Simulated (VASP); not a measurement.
# Ge (P-1) in VASP: single point with LDA

Aim: the single point of Ge with LDA.

Everything below comes from runs of VASP 6.6.1. Logs are shortened: lines on timing, memory, paths and dates and some standing lists are left out, and cuts for length are marked.

**1. The cell of the first run**

The typed cell holds 8 atoms: a = 5.935 Å, b = 5.935 Å, c = 6.035 Å, α = 109.47°, β = 109.47°, γ = 109.47°.

**2. Single point, LDA**

File INCAR:

```
PREC = Accurate
ENCUT = 520
EDIFF = 1E-7
ISMEAR = 0
SIGMA = 0.1
LREAL = False
LASPH = True
NELM = 60
ALGO = Normal
ISIF = 2
LWAVE = False
LCHARG = False
GGA = CA
NBANDS = 66
```

File KPOINTS:

```
Automatic mesh
0
Gamma
  5 5 5
```

File POSCAR:

```
Ge
1.0
    5.9353936800      0.0000515906     -0.0200501635
   -1.9784158580      5.5953596842     -0.0202785075
   -1.9948597073     -2.8210551910      4.9477784091
Ge
8
Direct
    0.5003272829      0.0003643262      0.7984472018
    0.7952808682      0.5021468425     -0.0001584395
    1.0000107257      0.7938747575      0.4978020985
    0.7050096481      0.7042880933      0.7030881063
    0.4996727171     -0.0003643262      0.2015527982
    0.2047191318      0.4978531575      0.0001584395
   -0.0000107257      0.2061252425      0.5021979015
    0.2949903519      0.2957119067      0.2969118937
```

Potentials or basis: VASP PAW LDA potentials, release 64 (Ge_d).

The run is started by

```
$ cat potpaw_LDA.64/Ge_d/POTCAR > POTCAR
$ mpirun -np 1 vasp_std > vasp.out
```

OUTCAR:

```text
PREC = Accurate
   ENCUT = 520
   EDIFF = 1E-7
   ISMEAR = 0
   LREAL = False
   LASPH = True
   NELM = 60
   ISIF = 2
   GGA = CA

 ion  position               nearest neighbor table
   1  0.500  0.000  0.798-   5 2.44   2 2.47   4 2.47   3 2.47
   2  0.795  0.502  1.000-   6 2.44   1 2.47   4 2.48   3 2.49
   3  0.000  0.794  0.498-   7 2.44   1 2.47   4 2.48   2 2.49
   4  0.705  0.704  0.703-   8 2.44   1 2.47   3 2.48   2 2.48
   5  0.500  1.000  0.202-   1 2.44   6 2.47   8 2.47   7 2.47
   6  0.205  0.498  0.000-   2 2.44   5 2.47   8 2.48   7 2.49
   7  1.000  0.206  0.502-   3 2.44   5 2.47   8 2.48   6 2.49
   8  0.295  0.296  0.297-   4 2.44   5 2.47   7 2.48   6 2.48

  LATTYP: Found a triclinic cell.
 ALAT       =     5.9348623001
 B/A-ratio  =     1.6330795864
 C/A-ratio  =     1.0000952415
 COS(alpha) =     0.0033773893
 COS(beta)  =     0.3333333333
 COS(gamma) =     0.8129982213

  Lattice vectors:

 A1 = (   1.9784158580,  -5.5953596842,   0.0202785075)
 A2 = (   0.0162977433,  -8.3697157680,  -4.8871712306)
 A3 = (   5.9353936800,   0.0000515906,  -0.0200501635)

Analysis of symmetry for initial positions (statically):
=====================================================================
 Subroutine PRICEL returns:
 Original cell was already a primitive cell.

 Routine SETGRP: Setting up the symmetry group for a
 triclinic supercell.

 Subroutine GETGRP returns: Found  2 space group operations
 (whereof  2 operations were pure point group operations)
 out of a pool of  2 trial point group operations.

The static configuration has the point symmetry S_2 .

Analysis of symmetry for dynamics (positions and initial velocities):
=====================================================================
 Subroutine PRICEL returns:
 Original cell was already a primitive cell.

 Routine SETGRP: Setting up the symmetry group for a
 triclinic supercell.

 Subroutine GETGRP returns: Found  2 space group operations
 (whereof  2 operations were pure point group operations)
 out of a pool of  2 trial point group operations.

The dynamic configuration has the point symmetry S_2 .

 Subroutine INISYM returns: Found  2 space group operations
 (whereof  2 operations are pure point group operations),
 and found     1 'primitive' translations

----------------------------------------------------------------------------------------

                                     Primitive cell

  volume of cell :     163.6443

  direct lattice vectors                    reciprocal lattice vectors
     5.935393680  0.000051591 -0.020050163     0.168825924  0.060064534  0.102314485
    -1.978415858  5.595359684 -0.020278508     0.000344084  0.179212004  0.102319326
    -1.994859707 -2.821055191  4.947778409     0.000685553  0.000977905  0.202944882

  length of vectors
     5.935427546  5.934862300  6.034760047     0.206344844  0.206364497  0.202948396

  position of ions in fractional coordinates (direct lattice)
     0.500327283  0.000364326  0.798447202
     0.795280868  0.502146842  0.999841561
     0.000010726  0.793874757  0.497802099
     0.705009648  0.704288093  0.703088106
     0.499672717  0.999635674  0.201552798
     0.204719132  0.497853158  0.000158439
     0.999989274  0.206125243  0.502197901
     0.294990352  0.295711907  0.296911894

  ion indices of the primitive-cell ions
   primitive index   ion index
                 1           1
                 2           2
                 3           3
                 4           4
                 5           5
                 6           6
                 7           7
                 8           8

----------------------------------------------------------------------------------------

 KPOINTS: Automatic mesh

Automatic generation of k-mesh.
 Grid dimensions read from file:
 generate k-points for:    5    5    5

 Generating k-lattice:

  Cartesian coordinates                     Fractional coordinates (reciprocal lattice)
     0.033765185  0.012012907  0.020462897     0.200000000 -0.000000000  0.000000000
     0.000068817  0.035842401  0.020463865     0.000000000  0.200000000  0.000000000
     0.000137111  0.000195581  0.040588976    -0.000000000 -0.000000000  0.200000000

  Length of vectors
     0.041268969  0.041272899  0.040589679

  Shift w.r.t. Gamma in fractional coordinates (k-lattice)
     0.000000000  0.000000000  0.000000000

 Subroutine IBZKPT returns following result:
 ===========================================

 Found     63 irreducible k-points:

 Following reciprocal coordinates:
            Coordinates               Weight
  0.000000  0.000000  0.000000      1.000000
  0.200000 -0.000000  0.000000      2.000000
  0.400000 -0.000000  0.000000      2.000000
  0.000000  0.200000 -0.000000      2.000000
  0.200000  0.200000  0.000000      2.000000
  0.400000  0.200000  0.000000      2.000000
[... 16 lines left out ...]
 -0.200000  0.200000  0.200000      2.000000
  0.000000  0.400000  0.200000      2.000000
 [... further k-points ...]
   k-points           NKPTS =     63   k-points in BZ     NKDIM =     63   number of bands    NBANDS=     66
   number of dos      NEDOS =    301   number of ions     NIONS =      8
   total plane-waves  NPLWV = 110592
   dimension x,y,z NGX =    48 NGY =   48 NGZ =   48
   dimension x,y,z NGXF=    96 NGYF=   96 NGZF=   96
   ions per type =               8
   NGX,Y,Z   is equivalent  to a cutoff of  13.44, 13.45, 13.22 a.u.
   NGXF,Y,Z  is equivalent  to a cutoff of  26.89, 26.89, 26.45 a.u.
 SYSTEM =  unknown system
   PREC   = accura    normal or accurate (medium, high low for compatibility)
   ISTART =      0    job   : 0-new  1-cont  2-samecut
   ICHARG =      2    charge: 1-file 2-atom 10-const
   ISPIN  =      1    spin polarized calculation?
   LNONCOLLINEAR =      F non collinear calculations
   LSORBIT =      F    spin-orbit coupling
   LASPH  =      T    aspherical Exc in radial PAW
   ENCUT  =  520.0 eV  38.22 Ry    6.18 a.u.  11.04 11.03 11.22*2*pi/ulx,y,z
   NELM   =     60;   NELMIN=  2; NELMDL= -5     # of ELM steps
   EDIFF  = 0.1E-06   stopping-criterion for ELM
   LREAL  =      F    real-space projection
   EDIFFG = 0.1E-05   stopping-criterion for IOM
   NSW    =      0    number of steps for IOM
   IBRION =     -1    ionic relax: 0-MD 1-quasi-New 2-CG
   NFREE  =      0    steps in history (QN), initial steepest desc. (CG)
   ISIF   =      2    stress and relaxation
   ISYM   =      2    0-nonsym 1-usesym 2-fastsym
   POTIM  = 0.5000    time-step for ionic-motion
   TEBEG  =    0.0;   TEEND  =   0.0 temperature during run
   PSTRESS=    0.0 pullay stress
   NELECT =     112.0000    total number of electrons
   NUPDOWN=      -1.0000    fix difference up-down
   EMIN   =  10.00;   EMAX   =-10.00  energy-range for DOS
   EFERMI =   0.00;   METHOD = LEGACY
   ISMEAR =     0;   SIGMA  =   0.10  broadening in eV -4-tet -1-fermi 0-gaus
   EFERMI_NEDOS =   21; number of points for ismear=-14 and -15
   IALGO  =     38    algorithm
   IMIX   =      4    mixing-type and parameters
     AMIX     =   0.40;   BMIX     =  1.00
     AMIX_MAG =   1.60;   BMIX_MAG =  1.00
  volume/ion in A,a.u.               =      20.46       138.04
  Fermi-wavevector in a.u.,A,eV,Ry     =   1.442715  2.726336 28.319532  2.081427
  Thomas-Fermi vector in A             =   2.561204
   LORBIT       =      0    0 simple, 1 ext, 2 COOP (PROOUT), +10 PAW based schemes
   GGA     = CA    functional components
   LHFCALC =     F    Hartree Fock is set to
   AEXX    =    0.0000 exact exchange contribution
   IVDW    =     0    specifies the selected vdW correction
   LEPSILON=     F    determine dielectric tensor
   LRPA    =     F    only Hartree local field effects (RPA)
 non-spin polarized calculation
 Gauss-broadening in eV      SIGMA  =   0.10
  energy-cutoff  :      520.00
  volume of cell :      163.64
 maximum number of plane-waves:      4422
 NGX is ok and might be reduce to    48
   NGX = 23   NGY = 23   NGZ = 23

 number of electron     111.9999988 magnetization

 Free energy of the ion-electron system (eV)
  ---------------------------------------------------
  ext. energy  EPLUGINS =         0.00000000
  ---------------------------------------------------
  free energy    TOTEN  =       -40.59517121 eV

  energy without entropy =      -40.58589245  energy(sigma->0) =      -40.59053183

 E-fermi :   5.6456     XC(G=0): -10.9331

 val. band max:        5.6416105044   @ k =  -0.4000   0.4000   0.4000
 cond. band min:       5.6676243947   @ k =   0.2000  -0.2000   0.4000
 fundamental gap:      0.0260138903
 Fermi energy:         5.6455677263

 k-point     1 :       0.0000    0.0000    0.0000
  band No.  band energies     occupation
      1     -19.3833      2.00000
      2     -19.3769      2.00000
      3     -19.3742      2.00000
      4     -19.3701      2.00000
      5     -19.3650      2.00000
      6     -19.3638      2.00000
[... 58 lines left out ...]
     65      10.6457      0.00000
     66      12.4009      0.00000

 k-point     2 :       0.2000   -0.0000    0.0000
  band No.  band energies     occupation
      1     -19.3848      2.00000
      2     -19.3780      2.00000
      3     -19.3750      2.00000
      4     -19.3705      2.00000
      5     -19.3607      2.00000
      6     -19.3575      2.00000
[... 58 lines left out ...]
     65      10.9723      0.00000
     66      11.2497      0.00000

 k-point     3 :       0.4000   -0.0000    0.0000
  band No.  band energies     occupation
      1     -19.3869      2.00000
      2     -19.3818      2.00000
      3     -19.3701      2.00000
      4     -19.3664      2.00000
      5     -19.3534      2.00000
      6     -19.3485      2.00000
[... 1438 lines left out ...]
     65      10.2351      0.00000
     66      10.8639      0.00000

 k-point    24 :       0.0000    0.4000    0.2000
  band No.  band energies     occupation
      1     -19.3855      2.00000
      2     -19.3807      2.00000
      3     -19.3752      2.00000
      4     -19.3595      2.00000
      5     -19.3498      2.00000
      6     -19.3477      2.00000
[... 58 lines left out ...]
     65      10.0352      0.00000
     66      10.4614      0.00000

 [... further k-points ...]

------------------------ aborting loop because EDIFF is reached ----------------------------------------

  FORCE on cell =-STRESS in cart. coord.  units (eV):
  Direction    XX          YY          ZZ          XY          YZ          ZX
  --------------------------------------------------------------------------------------
  -------------------------------------------------------------------------------------
  Total       -0.0961382     -0.0446311     -1.4948644      0.0716415      0.4157998      0.3029695
  in kB       -0.9412521     -0.4369659    -14.6356362      0.7014141      4.0709339      2.9662565
  external PRESSURE =      -5.3379514 kB  Pullay stress =       0.0000000 kB

 VOLUME and BASIS-vectors are now :
 -----------------------------------------------------------------------------
  energy-cutoff  :      520.00
  volume of cell :      163.64
      direct lattice vectors                 reciprocal lattice vectors
     5.935393680  0.000051591 -0.020050163     0.168825924  0.060064534  0.102314485
    -1.978415858  5.595359684 -0.020278508     0.000344084  0.179212004  0.102319326
    -1.994859707 -2.821055191  4.947778409     0.000685553  0.000977905  0.202944882

 POSITION                                       TOTAL-FORCE (eV/Angst)
 -----------------------------------------------------------------------------------
      1.37613     -2.25040      3.94050         0.002171      0.002167     -0.005136
      1.73231     -0.01087      4.92087        -0.008658      0.002167      0.002346
     -2.56360      3.03769      2.44692         0.003161     -0.008016     -0.001744
      1.38857      1.95733      3.45031         0.003385      0.003158      0.005443
      0.58599      5.02476      0.96695        -0.002171     -0.002167      0.005136
      0.22981      2.78523     -0.01342         0.008658     -0.002167     -0.002346
      4.52571     -0.26333      2.46053        -0.003161      0.008016      0.001744
      0.57355      0.81702      1.45714        -0.003385     -0.003158     -0.005443
 -----------------------------------------------------------------------------------
    total drift:                                0.000000      0.000000     -0.000000

  FREE ENERGIE OF THE ION-ELECTRON SYSTEM (eV)
  ---------------------------------------------------
  free  energy   TOTEN  =       -40.5951712082 eV

  energy  without entropy=      -40.5858924477  energy(sigma->0) =      -40.59053183
```

Run time: 28 min. Hardware: 1 thread of Oxide Virtual Turin-like, shared host; peak memory 0.51 GiB.

Results:

```
Free energy            : -40.5952 eV
Pressure               : -0.5 GPa
Largest force          : 0.009 eV/Å
Band gap on the k mesh : zero (bands 56 and 57 overlap by 0.23 eV)
```

Forces on the atoms (eV/Å):
```
Ge   0.002  0.002 -0.005
Ge  -0.009  0.002  0.002
Ge   0.003 -0.008 -0.002
Ge   0.003  0.003  0.005
Ge  -0.002 -0.002  0.005
Ge   0.009 -0.002 -0.002
Ge  -0.003  0.008  0.002
Ge  -0.003 -0.003 -0.005
```

Caveat: semilocal functionals underestimate gaps, so a narrow gap can read as zero.
